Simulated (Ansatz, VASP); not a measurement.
# One calculation of Ag, two programs

The input INCAR:

```
SYSTEM = Ag
  PREC = Accurate
  ENCUT = 520
  EDIFF = 1E-8
  ISMEAR = -1
  SIGMA = 0.08
  LREAL = .False.
  LASPH = .True.
  NELM = 60
  ALGO = Normal
  ISIF = 2
  LWAVE = .False.
  LCHARG = .False.
  GGA = PE
  LEFG = .True.
  NBANDS = 30
```

KPOINTS

```
Automatic mesh
0
Gamma
  14 14 4
  0 0 0
```

File POSCAR:

```
Ag
1.0
    2.9053133657      0.0000000000      0.0000000000
   -1.4526566828      2.5160751807      0.0000000000
    0.0000000000      0.0000000000     10.0662270956
Ag
4
Direct
    0.3333333333      0.6666666667      0.2500000000
    0.6666666667      0.3333333333      0.7500000000
    0.0000000000      0.0000000000      0.0000000000
    0.0000000000      0.0000000000      0.5000000000
```

Input for Ansatz:

```yaml
crystal:
  lattice:
    - [2.9053133657, 0.0, 0.0]
    - [-1.4526566828, 2.5160751807, 0.0]
    - [0.0, 0.0, 10.0662270956]
  atoms:
    - { symbol: Ag, position: [0.3333333333, 0.6666666667, 0.25] }
    - { symbol: Ag, position: [0.6666666667, 0.3333333333, 0.75] }
    - { symbol: Ag, position: [0.0, 0.0, 0.0] }
    - { symbol: Ag, position: [0.0, 0.0, 0.5] }
kpoints:
  mp_grid: { grid: [14, 14, 4] }
scf:
  occupations: { method: fermi_dirac, width: 0.08 }
hamiltonian:
  xc: pbe
  pseudopotentials: { kind: all_electron, datasets: crystal }
output:
  forces: true
  stress: true
  eigenvalues: true
  efg: { contact_densities: true }
```

Change from the starting cell: volume scaled by 1.02, crystal datasets.

Alike in both runs: task electric field gradients; functional PBE; k mesh 14 × 14 × 4; occupations fermi-dirac, width 0.08 eV; no spin polarisation.

|  | VASP | Ansatz |
| --- | --- | --- |
| version | VASP 6.6.1 | Ansatz 0.2.0 |
| potentials or method | VASP PAW PBE potentials, release 64 (Ag), cutoff 520 eV | all-electron PAW with datasets made for the crystal, scalar-relativistic |

|  | VASP | Ansatz | Ansatz less VASP |
| --- | --- | --- | --- |
| pressure (GPa) | -2.1 | -2.0 | +0.08 |
| traceless stress, the component that is largest in VASP (GPa) | -2.95 | -2.96 | -0.017 |
| size of Vzz on the site where it differs most (V/Å²) | 8.8 | 3.9 | -4.98 |

Ansatz ran all-electron here, and VASP with PAW potentials.
